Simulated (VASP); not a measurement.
# MgO (P6_3/mmc) in VASP: notebook

Runs on MgO. Level: PBE. Tasks: single point.

Program: VASP 6.6.1. These are calculated values, not measurements. Logs are shortened: lines on timing, memory, paths and dates and some standing lists are left out, and cuts for length are marked.

## 1. The cell of the first run

It takes space group P6_3/mmc (No. 194, hexagonal). The conventional cell has a = 3.410 Å, b = 3.410 Å, c = 4.448 Å, α = 90.00°, β = 90.00°, γ = 120.00°. Mg (site symmetry -6m2) has 5 O at 1.97 to 2.22 Å within 2.6 Å. Within 2.6 Å of O (site symmetry -6m2) lie 5 Mg at 1.97 to 2.22 Å.

## 2. Single point, PBE (volume 11.199 Å^3 an atom, c/a of the conventional cell 1.3044)

Input file INCAR:

```
SYSTEM = MgO
ALGO = Normal
EDIFF = 1E-6
ENCUT = 520
GGA = PE
ISIF = 2
ISMEAR = 0
LASPH = .True.
LCHARG = .True.
LELF = .True.
LREAL = .False.
LVHAR = .True.
LWAVE = .False.
NBANDS = 16
NELM = 100
PREC = Accurate
SIGMA = 0.05
```

Input file KPOINTS:

```
k-points
0
Gamma
  9 9 6
  0 0 0
```

Input file POSCAR:

```
MgO
1.0
    3.4100907608      0.0000000000      0.0000000000
   -1.7050453804      2.9532252280      0.0000000000
    0.0000000000      0.0000000000      4.4481223884
Mg O
2 2
Direct
    0.6666666667      0.3333333333      0.7500000000
    0.3333333333      0.6666666667      0.2500000000
    0.6666666667      0.3333333333      0.2500000000
    0.3333333333      0.6666666667      0.7500000000
```

Potentials or basis: VASP PAW PBE potentials, release 64 (Mg, O).

Started as:

```bash
$ cat potpaw_PBE.64/Mg/POTCAR potpaw_PBE.64/O/POTCAR > POTCAR
$ mpirun -np 1 vasp_std > vasp.out
```

OUTCAR:

```text
SYSTEM = MgO
   EDIFF = 1E-6
   ENCUT = 520
   GGA = PE
   ISIF = 2
   ISMEAR = 0
   LASPH = .True.
   LREAL = .False.
   NELM = 100
   PREC = Accurate

 ion  position               nearest neighbor table
   1  0.667  0.333  0.750-   4 1.97   4 1.97   4 1.97   3 2.22   3 2.22   2 2.97   2 2.97   2 2.97
                             2 2.97   2 2.97   2 2.97
   2  0.333  0.667  0.250-   3 1.97   3 1.97   3 1.97   4 2.22   4 2.22   1 2.97   1 2.97   1 2.97
                             1 2.97   1 2.97   1 2.97
   3  0.667  0.333  0.250-   2 1.97   2 1.97   2 1.97   1 2.22   1 2.22
   4  0.333  0.667  0.750-   1 1.97   1 1.97   1 1.97   2 2.22   2 2.22

  LATTYP: Found a hexagonal cell.
 ALAT       =     3.4100907608
 C/A-ratio  =     1.3044000000

  Lattice vectors:

 A1 = (   3.4100907608,   0.0000000000,   0.0000000000)
 A2 = (  -1.7050453804,   2.9532252280,   0.0000000000)
 A3 = (   0.0000000000,   0.0000000000,   4.4481223884)

Analysis of symmetry for initial positions (statically):
=====================================================================
 Subroutine PRICEL returns:
 Original cell was already a primitive cell.

 Routine SETGRP: Setting up the symmetry group for a
 hexagonal supercell.

 Subroutine GETGRP returns: Found 24 space group operations
 (whereof 12 operations were pure point group operations)
 out of a pool of 24 trial point group operations.

The static configuration has the point symmetry D_3d.
 The point group associated with its full space group is D_6h.

Analysis of symmetry for dynamics (positions and initial velocities):
=====================================================================
 Subroutine PRICEL returns:
 Original cell was already a primitive cell.

 Routine SETGRP: Setting up the symmetry group for a
 hexagonal supercell.

 Subroutine GETGRP returns: Found 24 space group operations
 (whereof 12 operations were pure point group operations)
 out of a pool of 24 trial point group operations.

The dynamic configuration has the point symmetry D_3d.
 The point group associated with its full space group is D_6h.

 Subroutine INISYM returns: Found 24 space group operations
 (whereof 12 operations are pure point group operations),
 and found     1 'primitive' translations

----------------------------------------------------------------------------------------

                                     Primitive cell

  volume of cell :      44.7960

[... 90 lines left out ...]
   ENCUT  =  520.0 eV  38.22 Ry    6.18 a.u.   6.34  6.34  8.27*2*pi/ulx,y,z
   NELM   =    100;   NELMIN=  2; NELMDL= -5     # of ELM steps
   EDIFF  = 0.1E-05   stopping-criterion for ELM
   LREAL  =      F    real-space projection
   EDIFFG = 0.1E-04   stopping-criterion for IOM
   NSW    =      0    number of steps for IOM
   IBRION =     -1    ionic relax: 0-MD 1-quasi-New 2-CG
   NFREE  =      0    steps in history (QN), initial steepest desc. (CG)
   ISIF   =      2    stress and relaxation
   ISYM   =      2    0-nonsym 1-usesym 2-fastsym
   POTIM  = 0.5000    time-step for ionic-motion
   TEBEG  =    0.0;   TEEND  =   0.0 temperature during run
   PSTRESS=    0.0 pullay stress
   NELECT =      16.0000    total number of electrons
   NUPDOWN=      -1.0000    fix difference up-down
   EMIN   =  10.00;   EMAX   =-10.00  energy-range for DOS
   EFERMI =   0.00;   METHOD = LEGACY
   ISMEAR =     0;   SIGMA  =   0.05  broadening in eV -4-tet -1-fermi 0-gaus
   EFERMI_NEDOS =   21; number of points for ismear=-14 and -15
   IALGO  =     38    algorithm
   IMIX   =      4    mixing-type and parameters
     AMIX     =   0.40;   BMIX     =  1.00
     AMIX_MAG =   1.60;   BMIX_MAG =  1.00
  volume/ion in A,a.u.               =      11.20        75.57
  Fermi-wavevector in a.u.,A,eV,Ry     =   1.161542  2.194997 18.356720  1.349181
  Thomas-Fermi vector in A             =   2.298113
   LORBIT       =      0    0 simple, 1 ext, 2 COOP (PROOUT), +10 PAW based schemes
   GGA     = PE    functional components
   LHFCALC =     F    Hartree Fock is set to
   AEXX    =    0.0000 exact exchange contribution
   IVDW    =     0    specifies the selected vdW correction
   LEPSILON=     F    determine dielectric tensor
   LRPA    =     F    only Hartree local field effects (RPA)
 non-spin polarized calculation
 Gauss-broadening in eV      SIGMA  =   0.05
  energy-cutoff  :      520.00
  volume of cell :       44.80
 maximum number of plane-waves:      1229
 NGX is ok and might be reduce to    28
   NGX = 13   NGY = 13   NGZ = 17

 number of electron      15.9999999 magnetization

 Free energy of the ion-electron system (eV)
  ---------------------------------------------------
  ext. energy  EPLUGINS =         0.00000000
  ---------------------------------------------------
  free energy    TOTEN  =       -23.57907605 eV

  energy without entropy =      -23.57907605  energy(sigma->0) =      -23.57907605

 E-fermi :   2.2457     XC(G=0): -10.0074

 val. band max:        1.9963608176   @ k =   0.0000   0.0000   0.0000
 cond. band min:       5.2424303425   @ k =   0.0000   0.0000   0.0000
 fundamental gap:      3.2460695249
 Fermi energy:         2.2457479818

 k-point     1 :       0.0000    0.0000    0.0000
  band No.  band energies     occupation
      1     -14.9431      2.00000
      2     -13.7409      2.00000
      3      -1.8102      2.00000
      4       0.3224      2.00000
      5       0.3224      2.00000
      6       1.0255      2.00000
[... 433 lines left out ...]
      3      -1.4809      2.00000
      4      -0.8435      2.00000
      5      -0.8435      2.00000
      6       0.4885      2.00000
[... 8 lines left out ...]
     15      15.3752      0.00000
     16      18.5982      0.00000

 [... further k-points ...]
[... 5 lines left out ...]
  --------------------------------------------------------------------------------------
  -------------------------------------------------------------------------------------
  Total        1.8956370      1.8956370     -1.4589040      0.0000000      0.0000000      0.0000000
  in kB       67.7995053     67.7995053    -52.1792791      0.0000000      0.0000000      0.0000000
  external PRESSURE =      27.8065771 kB  Pullay stress =       0.0000000 kB

 VOLUME and BASIS-vectors are now :
 -----------------------------------------------------------------------------
  energy-cutoff  :      520.00
  volume of cell :       44.80
      direct lattice vectors                 reciprocal lattice vectors
     3.410090761  0.000000000  0.000000000     0.293247327  0.169306423  0.000000000
    -1.705045380  2.953225228  0.000000000     0.000000000  0.338612846  0.000000000
     0.000000000  0.000000000  4.448122388     0.000000000  0.000000000  0.224813958

 POSITION                                       TOTAL-FORCE (eV/Angst)
 -----------------------------------------------------------------------------------
      1.70505      0.98441      3.33609        -0.000000      0.000000      0.000000
     -0.00000      1.96882      1.11203         0.000000     -0.000000      0.000000
      1.70505      0.98441      1.11203        -0.000000      0.000000      0.000000
     -0.00000      1.96882      3.33609         0.000000      0.000000      0.000000
 -----------------------------------------------------------------------------------
    total drift:                               -0.000000      0.000000     -0.000000

  FREE ENERGIE OF THE ION-ELECTRON SYSTEM (eV)
  ---------------------------------------------------
  free  energy   TOTEN  =       -23.5790760457 eV

  energy  without entropy=      -23.5790760457  energy(sigma->0) =      -23.57907605
```

OSZICAR:

```text
N       E                     dE             d eps       ncg     rms          rms(c)
DAV:   1     0.623777521564E+02    0.62378E+02   -0.75232E+03  1536   0.887E+02
DAV:   2    -0.235688901916E+02   -0.85947E+02   -0.78258E+02  2120   0.197E+02
DAV:   3    -0.275712863492E+02   -0.40024E+01   -0.39913E+01  1720   0.442E+01
DAV:   4    -0.275876004089E+02   -0.16314E-01   -0.16314E-01  1840   0.327E+00
DAV:   5    -0.275876795643E+02   -0.79155E-04   -0.79155E-04  1712   0.218E-01    0.113E+01
DAV:   6    -0.236346472621E+02    0.39530E+01   -0.10661E+01  1552   0.252E+01    0.363E+00
DAV:   7    -0.235915081753E+02    0.43139E-01   -0.15345E-01  1552   0.317E+00    0.213E+00
DAV:   8    -0.235807390560E+02    0.10769E-01   -0.89989E-02  1592   0.325E+00    0.502E-01
DAV:   9    -0.235782414925E+02    0.24976E-02   -0.45667E-03  1848   0.621E-01    0.126E-01
DAV:  10    -0.235790548655E+02   -0.81337E-03   -0.94096E-04  1536   0.201E-01    0.253E-02
DAV:  11    -0.235790767282E+02   -0.21863E-04   -0.23048E-05  1696   0.319E-02    0.168E-02
DAV:  12    -0.235790760457E+02    0.68258E-06   -0.71383E-06  1536   0.211E-02
   1 F= -.23579076E+02 E0= -.23579076E+02  d E =-.911091E-15
```

It took 32 s on 1 thread of Intel Xeon 6975P-C (Granite Rapids), shared host; peak memory 0.18 GiB.

What came out:

```yaml
Free_energy: -23.5791 eV
Pressure: 2.8 GPa
Band_gap_on_the_k_mesh: 3.25 eV, direct
```

Stress tensor (GPa, compression positive):
```
 6.78  0.00  0.00
 0.00  6.78  0.00
 0.00  0.00 -5.22
```

(Part 1 of 2 ends here.)
